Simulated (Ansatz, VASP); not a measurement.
SrO: VASP beside Ansatz

The input POSCAR:

```
SrO
1.0
    0.0000000000      2.5798923266      2.5798923266
    2.5798923266      0.0000000000      2.5798923266
    2.5798923266      2.5798923266      0.0000000000
Sr O
1 1
Direct
    0.0000000000      0.0000000000      0.0000000000
    0.5000000000      0.5000000000      0.5000000000
```

Contents of INCAR.step1:

```
SYSTEM = SrO
  PREC = Accurate
  ENCUT = 520
  EDIFF = 1E-5
  ISMEAR = 0
  SIGMA = 0.01
  LREAL = .False.
  LASPH = .True.
  NELM = 80
  ALGO = Normal
  ISIF = 2
  LWAVE = .True.
  LCHARG = .False.
  GGA = PE
  NBANDS = 15
```

File INCAR.step2:

```
SYSTEM = SrO
  PREC = Accurate
  ENCUT = 520
  EDIFF = 1E-6
  ISMEAR = 0
  SIGMA = 0.01
  LREAL = .False.
  LASPH = .True.
  NELM = 80
  ALGO = Normal
  ISIF = 2
  LWAVE = .False.
  LCHARG = .False.
  GGA = PE
  LHFCALC = .True.
  AEXX = 0.15
  HFSCREEN = 0.5
  PRECFOCK = Normal
  ISTART = 1
  NBANDS = 15
```

KPOINTS

```
regular mesh
0
Gamma
  4 4 4
  0 0 0
```

Input for Ansatz:

```yaml
crystal:
  lattice:
    - [0.0, 2.5798923266, 2.5798923266]
    - [2.5798923266, 0.0, 2.5798923266]
    - [2.5798923266, 2.5798923266, 0.0]
  atoms:
    - { symbol: Sr, position: [0.0, 0.0, 0.0] }
    - { symbol: O, position: [0.5, 0.5, 0.5] }
kpoints:
  mp_grid: { grid: [4, 4, 4] }
hamiltonian:
  xc: { exchange: pbe, correlation: pbe, exx: { coeff: 0.15, omega: 0.5 } }
scf:
  occupations: { method: fixed }
  n_extra_bands: 4
output:
  forces: true
  stress: true
  eigenvalues: true
```

Alike in both runs: task single point; functional PBE-based screened hybrid; k mesh 4 × 4 × 4; no spin polarisation.

|  | VASP | Ansatz |
| --- | --- | --- |
| version | VASP 6.6.1 | Ansatz 0.2.0 |
| potentials or method | VASP PAW PBE potentials, release 64 (Sr_sv, O) | plane waves |
| plane-wave cutoff (eV) | 520 | 420 |
| occupations | gaussian, width 0.01 eV | fixed |
| valence electrons in the cell | 16 | 16 |

```csv
,VASP,Ansatz,Ansatz less VASP
gap on the k mesh at the Fermi level (eV),3.76,3.81,+0.048
pressure (GPa),1.2,0.7,-0.53
```

VASP's potentials were made for PBE, not for PBE-based screened hybrid. Ansatz's warnings: stress exchange threshold loose, stress scf threshold loose.

The k mesh is coarse, so the values compare programs but aren't converged.
